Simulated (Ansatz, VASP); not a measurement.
MgO: VASP beside Ansatz

File INCAR:

```
SYSTEM = MgO
ALGO = Normal
EDIFF = 1E-7
EDIFFG = -0.05
ENCUT = 840
GGA_COMPAT = .FALSE.
IBRION = 2
ISIF = 3
ISMEAR = 0
LASPH = .TRUE.
LCHARG = .FALSE.
LREAL = .FALSE.
LWAVE = .FALSE.
NELM = 120
NELMIN = 4
NSW = 100
PREC = Accurate
SIGMA = 0.1
```

KPOINTS

```
k-points
0
G
  8 8 8
  0 0 0
```

Contents of POSCAR:

```
MgO
1.0
    0.0000000000      2.1245000000      2.1245000000
    2.1245000000      0.0000000000      2.1245000000
    2.1245000000      2.1245000000      0.0000000000
Mg O
1 1
Direct
    0.0000000000      0.0000000000      0.0000000000
    0.5000000000      0.5000000000      0.5000000000
```

Input for Ansatz:

```yaml
crystal:
  lattice:
    - [0.0, 2.1245, 2.1245]
    - [2.1245, 0.0, 2.1245]
    - [2.1245, 2.1245, 0.0]
  atoms:
    - { symbol: Mg, position: [0.0, 0.0, 0.0] }
    - { symbol: O, position: [0.5, 0.5, 0.5] }
basis:
  ecutwfc: 420
kpoints:
  mp_grid: { grid: [8, 8, 8] }
hamiltonian:
  xc: lda
  pseudopotentials: { kind: paw, azcp: { folder: soft_1 } }
scf:
  occupations: { method: gaussian, width: 0.1 }
output:
  forces: true
  stress: true
  eigenvalues: true
relax:
  adjacent_minimum: "off"
  f_tol: 0.05
  max_steps: 80
  cell: { stress_tol: 0.5 }
```

Alike in both runs: task relaxation of cell and atoms; functional LDA; k mesh 8 × 8 × 8; occupations gaussian, width 0.1 eV; no spin polarisation.

|  | VASP | Ansatz |
| --- | --- | --- |
| version | VASP 6.6.1 | Ansatz 0.2.0 |
| potentials or method | VASP PAW LDA potentials, release 64 (Mg_sv, O), cutoff 840 eV | scalar-relativistic, plane waves, PAW |
| valence electrons in the cell | 16 | 16 |

```tsv
	VASP	Ansatz	Ansatz less VASP
gap on the k mesh at the Fermi level, each at its own relaxed structure (eV)	5.00	5.01	+0.012
relaxed volume (Å³/atom)	9.04	9.02	-0.015
relaxed length of the cell vector where the two differ most in proportion (Å)	2.946	2.944	-0.0017
```

Ansatz warns that its potentials were made for another functional, while VASP's fit it. LDA's correlation is that of Perdew and Zunger in VASP and of Perdew and Wang (1992) in Ansatz.
